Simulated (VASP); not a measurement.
# Al5N (P1) in VASP: single point with PBE

Aim: the single point of Al5N with PBE.

Program: VASP 6.6.1. These are calculated values, not measurements. Logs are shortened: lines on timing, memory, paths and dates and some standing lists are left out, and cuts for length are marked.

**1. The cell of the first run**

The typed cell holds 12 atoms: a = 4.761 Å, b = 5.032 Å, c = 8.298 Å, α = 87.79°, β = 88.91°, γ = 90.42°.

**2. Single point, PBE**

POSCAR

```
Al5N
1.0
    4.7610728489     -0.0278316396      0.0149908695
   -0.0073519311      5.0315822215     -0.0241943604
    0.1339039163      0.3598467230      8.2889500723
Al N
10 2
Direct
    0.0551760280      0.8258672387      0.1771902337
    0.9737099784      0.3504270087      0.7038156906
    0.9646690526      0.3232237994      0.0333018624
    0.9767634013      0.8364012491      0.5246524813
    0.9718132605      0.3422246049      0.3730238100
    0.9052029647      0.8461284240      0.8657795568
    0.4833239523      0.4631353615      0.2189186457
    0.4464674985      0.0574251009      0.6793568334
    0.4852285028      0.9715782419      0.3613820178
    0.4567690332      0.4694156111      0.8817637994
    0.7663322671      0.6899893993      0.3330825388
    0.5145440606      0.8241839604      0.8477325302
```

INCAR.step1

```
PREC     = Accurate       # precision mode
ENCUT    = 520            # plane-wave cutoff, eV
EDIFF    = 1E-7           # SCF threshold, eV
ISMEAR   = 0              # smearing method
SIGMA    = 0.1            # smearing width, eV
LREAL    = F              # projectors in reciprocal space
LASPH    = T              # aspherical terms in the spheres
NELM     = 60             # most SCF steps
ALGO     = Fast           # electronic algorithm
ISIF     = 2              # what is computed and relaxed
LWAVE    = F              # write WAVECAR
LCHARG   = T              # write CHGCAR
GGA      = PE             # functional
NBANDS   = 32             # bands
KPAR     = 4
```

KPOINTS.step1

```
Automatic mesh
0
Gamma
  8 8 6
```

INCAR.step2

```
PREC     = Accurate       # precision mode
ENCUT    = 520            # plane-wave cutoff, eV
EDIFF    = 1E-7           # SCF threshold, eV
ISMEAR   = -5             # smearing method
SIGMA    = 0.1            # smearing width, eV
LREAL    = F              # projectors in reciprocal space
LASPH    = T              # aspherical terms in the spheres
NELM     = 60             # most SCF steps
ALGO     = Fast           # electronic algorithm
ISIF     = 2              # what is computed and relaxed
LWAVE    = F              # write WAVECAR
LCHARG   = F              # write CHGCAR
GGA      = PE             # functional
LORBIT   = 11             # projections on sites
NEDOS    = 2001           # points of the DOS
ICHARG   = 11             # starting density
KPAR     = 4
```

KPOINTS.step2

```
Automatic mesh
0
Gamma
  12 12 9
```

Potentials or basis: VASP PAW PBE potentials, release 64 (Al, N).

Command:

```
$ cat potpaw_PBE.64/Al/POTCAR potpaw_PBE.64/N/POTCAR > POTCAR
$ cp INCAR.step1 INCAR
$ cp KPOINTS.step1 KPOINTS
$ mpirun -np 4 vasp_std > vasp.out
$ cp INCAR.step2 INCAR
$ cp KPOINTS.step2 KPOINTS
$ mpirun -np 4 vasp_std > vasp.out
```

OUTCAR:

```text
PREC = Accurate
   ENCUT = 520
   EDIFF = 1E-7
   ISMEAR = -5
   LREAL = F
   LASPH = T
   NELM = 60
   ISIF = 2
   GGA = PE
   LORBIT = 11
   ICHARG = 11

 ion  position               nearest neighbor table
   1  0.055  0.826  0.177-  11 1.97   6 2.69   9 2.69   7 2.76   3 2.77   3 2.87   5 2.89   4 2.90
                             5 3.14   9 3.19   7 3.27
   2  0.974  0.350  0.704-   8 2.71   3 2.73   5 2.75   4 2.81  10 2.83   6 2.84   6 2.90   8 2.92
                            10 2.92   4 3.03
   3  0.965  0.323  0.033-  10 2.72   2 2.73   1 2.77   5 2.83   6 2.84  10 2.84   7 2.84   1 2.87
                             6 2.95   7 3.03
   4  0.977  0.836  0.525-  11 2.05   5 2.80   9 2.80   2 2.81   9 2.82   5 2.83   8 2.84   6 2.85
                             1 2.90   2 3.03   8 3.05
   5  0.972  0.342  0.373-  11 2.03   7 2.74   2 2.75   7 2.78   4 2.80   3 2.83   4 2.83   1 2.89
                             9 2.97   9 3.09   1 3.14
   6  0.905  0.846  0.866-  12 1.87   1 2.69   3 2.84   2 2.84  10 2.84   4 2.85   8 2.89   2 2.90
                             3 2.95   8 3.14  10 3.25
   7  0.483  0.463  0.219-  11 2.03   9 2.70   5 2.74   1 2.76   5 2.78  10 2.80   3 2.84   9 2.86
                             3 3.03   1 3.27
   8  0.446  0.057  0.679-  12 1.83   9 2.69   2 2.71  10 2.72   4 2.84   6 2.89   2 2.92   4 3.05
                             6 3.14  10 3.35
   9  0.485  0.972  0.361-  11 1.97   1 2.69   8 2.69   7 2.70   4 2.80   4 2.82   7 2.86   5 2.97
                             5 3.09   1 3.19
  10  0.457  0.469  0.882-  12 1.81   8 2.72   3 2.72   7 2.80   2 2.83   3 2.84   6 2.84   2 2.92
                             6 3.25   8 3.35
  11  0.766  0.690  0.333-   1 1.97   9 1.97   5 2.03   7 2.03   4 2.05
  12  0.515  0.824  0.848-  10 1.81   8 1.83   6 1.87

  LATTYP: Found a triclinic cell.
 ALAT       =     6.9018451993
 B/A-ratio  =     0.6898412900
 C/A-ratio  =     1.9252237853
 COS(alpha) =     0.0063378852
 COS(beta)  =     0.5740438529
 COS(gamma) =     0.6845035514

  Lattice vectors:

 A1 = (  -4.7537209178,  -5.0037505819,   0.0092034909)
 A2 = (  -4.7610728489,   0.0278316396,  -0.0149908695)
 A3 = (  -0.1192000541, -10.4230111660,  -8.2405613515)

Analysis of symmetry for initial positions (statically):
=====================================================================
 Subroutine PRICEL returns:
 Original cell was already a primitive cell.

 Routine SETGRP: Setting up the symmetry group for a
 triclinic supercell.

 Subroutine GETGRP returns: Found  1 space group operations
 (whereof  1 operations were pure point group operations)
 out of a pool of  2 trial point group operations.

The static configuration has the point symmetry C_1 .

Analysis of symmetry for dynamics (positions and initial velocities):
=====================================================================
 Subroutine PRICEL returns:
 Original cell was already a primitive cell.

 Routine SETGRP: Setting up the symmetry group for a
 triclinic supercell.

 Subroutine GETGRP returns: Found  1 space group operations
 (whereof  1 operations were pure point group operations)
 out of a pool of  2 trial point group operations.

The dynamic configuration has the point symmetry C_1 .

 Subroutine INISYM returns: Found  1 space group operations
 (whereof  1 operations are pure point group operations),
 and found     1 'primitive' translations

----------------------------------------------------------------------------------------

                                     Primitive cell

  volume of cell :     198.5976

  direct lattice vectors                    reciprocal lattice vectors
     4.761072849 -0.027831640  0.014990870     0.210049116  0.000290538 -0.003405853
    -0.007351931  5.031582221 -0.024194360     0.001188783  0.198704805 -0.008645541
     0.133903916  0.359846723  8.288950072    -0.000376412  0.000579468  0.120623466

  length of vectors
     4.761177795  5.031645762  8.297837864     0.210076927  0.198896351  0.120625445

  position of ions in fractional coordinates (direct lattice)
     0.055176028  0.825867239  0.177190234
     0.973709978  0.350427009  0.703815691
     0.964669053  0.323223799  0.033301862
     0.976763401  0.836401249  0.524652481
     0.971813260  0.342224605  0.373023810
[... 36 lines left out ...]
    -0.000041824  0.000064385  0.013402607    -0.000000000  0.000000000  0.111111111

  Length of vectors
     0.017506411  0.016574696  0.013402827

  Shift w.r.t. Gamma in fractional coordinates (k-lattice)
     0.000000000  0.000000000  0.000000000

 TETIRR: Found   3888 inequivalent tetrahedra from     7776

 Subroutine IBZKPT returns following result:
 ===========================================

 Found    650 irreducible k-points:

 Following reciprocal coordinates:
            Coordinates               Weight
  0.000000  0.000000  0.000000      1.000000
  0.083333  0.000000 -0.000000      2.000000
  0.166667 -0.000000 -0.000000      2.000000
  0.250000 -0.000000 -0.000000      2.000000
  0.333333 -0.000000 -0.000000      2.000000
  0.416667 -0.000000 -0.000000      2.000000
[... 16 lines left out ...]
  0.250000  0.166667 -0.000000      2.000000
  0.333333  0.166667 -0.000000      2.000000
 [... further k-points ...]
   k-points           NKPTS =    650   k-points in BZ     NKDIM =    650   number of bands    NBANDS=     27
   number of dos      NEDOS =   2001   number of ions     NIONS =     12
   total plane-waves  NPLWV =  92160
   dimension x,y,z NGX =    36 NGY =   40 NGZ =   64
   dimension x,y,z NGXF=    72 NGYF=   80 NGZF=  128
   ions per type =              10   2
   NGX,Y,Z   is equivalent  to a cutoff of  12.57, 13.22, 12.82 a.u.
   NGXF,Y,Z  is equivalent  to a cutoff of  25.14, 26.43, 25.64 a.u.
 SYSTEM =  unknown system
   PREC   = accura    normal or accurate (medium, high low for compatibility)
   ISTART =      0    job   : 0-new  1-cont  2-samecut
   ICHARG =     11    charge: 1-file 2-atom 10-const
   ISPIN  =      1    spin polarized calculation?
   LNONCOLLINEAR =      F non collinear calculations
   LSORBIT =      F    spin-orbit coupling
   LASPH  =      T    aspherical Exc in radial PAW
   ENCUT  =  520.0 eV  38.22 Ry    6.18 a.u.   8.85  9.36 15.43*2*pi/ulx,y,z
   NELM   =     60;   NELMIN=  2; NELMDL=  0     # of ELM steps
   EDIFF  = 0.1E-06   stopping-criterion for ELM
   LREAL  =      F    real-space projection
   EDIFFG = 0.1E-05   stopping-criterion for IOM
   NSW    =      0    number of steps for IOM
   IBRION =     -1    ionic relax: 0-MD 1-quasi-New 2-CG
   NFREE  =      0    steps in history (QN), initial steepest desc. (CG)
   ISIF   =      2    stress and relaxation
   ISYM   =      2    0-nonsym 1-usesym 2-fastsym
   POTIM  = 0.5000    time-step for ionic-motion
   TEBEG  =    0.0;   TEEND  =   0.0 temperature during run
   PSTRESS=    0.0 pullay stress
   NELECT =      40.0000    total number of electrons
   NUPDOWN=      -1.0000    fix difference up-down
   EMIN   =  10.00;   EMAX   =-10.00  energy-range for DOS
   EFERMI =   0.00;   METHOD = LEGACY
   ISMEAR =    -5;   SIGMA  =   0.10  broadening in eV -4-tet -1-fermi 0-gaus
   EFERMI_NEDOS =   21; number of points for ismear=-14 and -15
   IALGO  =     68    algorithm
   IMIX   =      4    mixing-type and parameters
     AMIX     =   0.40;   BMIX     =  1.00
     AMIX_MAG =   1.60;   BMIX_MAG =  1.00
  volume/ion in A,a.u.               =      16.55       111.68
  Fermi-wavevector in a.u.,A,eV,Ry     =   0.959629  1.813437 12.529449  0.920889
  Thomas-Fermi vector in A             =   2.088842
   LORBIT       =     11    0 simple, 1 ext, 2 COOP (PROOUT), +10 PAW based schemes
   GGA     = PE    functional components
   LHFCALC =     F    Hartree Fock is set to
   AEXX    =    0.0000 exact exchange contribution
   IVDW    =     0    specifies the selected vdW correction
   LEPSILON=     F    determine dielectric tensor
   LRPA    =     F    only Hartree local field effects (RPA)
 non-spin polarized calculation
 RMM-DIIS sequential band-by-band and
 Fermi weights with tetrahedron method with Bloechl corrections
  energy-cutoff  :      520.00
  volume of cell :      198.60
 maximum number of plane-waves:      5378

 number of electron      40.0000000 magnetization

 Free energy of the ion-electron system (eV)
  ---------------------------------------------------
  ext. energy  EPLUGINS =         0.00000000
  ---------------------------------------------------
  free energy    TOTEN  =       -54.88471095 eV

  energy without entropy =      -54.88471095  energy(sigma->0) =      -54.88471095

 E-fermi :   6.5332     XC(G=0):  -9.7662

 val. band max:        6.5701016277   @ k =   0.2500  -0.2500   0.1111
 cond. band min:       6.4030605392   @ k =  -0.0833   0.4167   0.3333
 fundamental gap:     -0.1670410885
 Fermi energy:         6.5332284556

 k-point     1 :       0.0000    0.0000    0.0000
  band No.  band energies     occupation
      1      -9.4685      2.00000
      2      -8.1662      2.00000
      3      -2.2534      2.00000
      4      -1.7745      2.00000
      5      -0.3670      2.00000
      6      -0.0420      2.00000
[... 709 lines left out ...]
     26       9.1501      0.00000
     27       9.4094      0.00000

 [... further k-points ...]

------------------------ aborting loop because EDIFF is reached ----------------------------------------

  FORCE on cell =-STRESS in cart. coord.  units (eV):
  Direction    XX          YY          ZZ          XY          YZ          ZX
  --------------------------------------------------------------------------------------
  -------------------------------------------------------------------------------------
  Total       -0.2267493      0.0907766     -0.1169922      0.0448592      0.0048695      0.0006455
  in kB       -1.8292903      0.7323362     -0.9438297      0.3618994      0.0392844      0.0052078
  external PRESSURE =      -0.6802613 kB  Pullay stress =       0.0000000 kB

 VOLUME and BASIS-vectors are now :
 -----------------------------------------------------------------------------
  energy-cutoff  :      520.00
  volume of cell :      198.60
      direct lattice vectors                 reciprocal lattice vectors
     4.761072849 -0.027831640  0.014990870     0.210049116  0.000290538 -0.003405853
    -0.007351931  5.031582221 -0.024194360     0.001188783  0.198704805 -0.008645541
     0.133903916  0.359846723  8.288950072    -0.000376412  0.000579468  0.120623466

 POSITION                                       TOTAL-FORCE (eV/Angst)
 -----------------------------------------------------------------------------------
      0.28035      4.21764      1.44957        -0.012467     -0.004117     -0.017797
      4.72757      1.98937      5.84001         0.006591      0.013038     -0.000408
      4.59494      1.61146      0.28268         0.006357      0.003846     -0.024239
      4.71455      4.37003      4.34322         0.006087     -0.012238      0.014716
      4.67431      1.82912      3.09826         0.005840      0.015933      0.021577
      4.41945      4.54372      7.16950         0.017894     -0.008494      0.004375
      2.32705      2.39563      1.81065         0.000351      0.022927      0.003072
      2.21621      0.52098      5.63646        -0.008872     -0.015912     -0.001047
      2.35146      5.00511      2.97924        -0.008027     -0.024511      0.004805
      2.28933      2.66649      7.30439        -0.010450      0.005625      0.005256
      3.68809      3.57027      2.75570        -0.002456      0.002079     -0.006361
      2.55724      4.43768      7.01459        -0.000846      0.001824     -0.003948
 -----------------------------------------------------------------------------------
    total drift:                               -0.000814     -0.000467      0.000067

  FREE ENERGIE OF THE ION-ELECTRON SYSTEM (eV)
  ---------------------------------------------------
  free  energy   TOTEN  =       -54.8847109451 eV

  energy  without entropy=      -54.8847109451  energy(sigma->0) =      -54.88471095

 total charge

# of ion       s       p       d       tot
------------------------------------------
    1        0.419   0.358   0.000   0.777
    2        0.432   0.360   0.000   0.792
    3        0.434   0.354   0.000   0.788
    4        0.417   0.331   0.000   0.749
    5        0.429   0.331   0.000   0.760
    6        0.413   0.353   0.000   0.766
    7        0.414   0.349   0.000   0.762
    8        0.420   0.376   0.000   0.796
    9        0.409   0.366   0.000   0.774
   10        0.419   0.378   0.000   0.797
   11        1.257   2.512   0.000   3.769
   12        1.258   2.522   0.000   3.780
--------------------------------------------------
tot          6.721   8.590   0.000  15.311
```

Run time: 18 min. Hardware: 4 MPI ranks of Oxide Virtual Turin-like, shared host; peak memory 2.2 GiB.

Results:

| Property | Result |
| --- | --- |
| Valence electrons inside the program's atomic spheres | Al 0.78, 0.79, 0.75, 0.76, 0.77, 0.80 (each value once); N 3.77, 3.78 |

Levels at points of the mesh, in eV from the Fermi level:
```
           k point  band 18  band 19  band 20  band 21  band 22  band 23
(0.00, 0.00, 0.00)    -1.22    -1.03    -0.66    -0.19     0.31     0.38
(0.50, 0.00, 0.00)    -1.30    -1.12    -0.85    -0.61     0.60     0.70
(0.00, 0.50, 0.00)    -0.92    -0.62    -0.38    -0.25     0.33     0.68
(0.50, 0.50, 0.00)    -0.83    -0.43     0.69     0.76     1.24     1.66
```
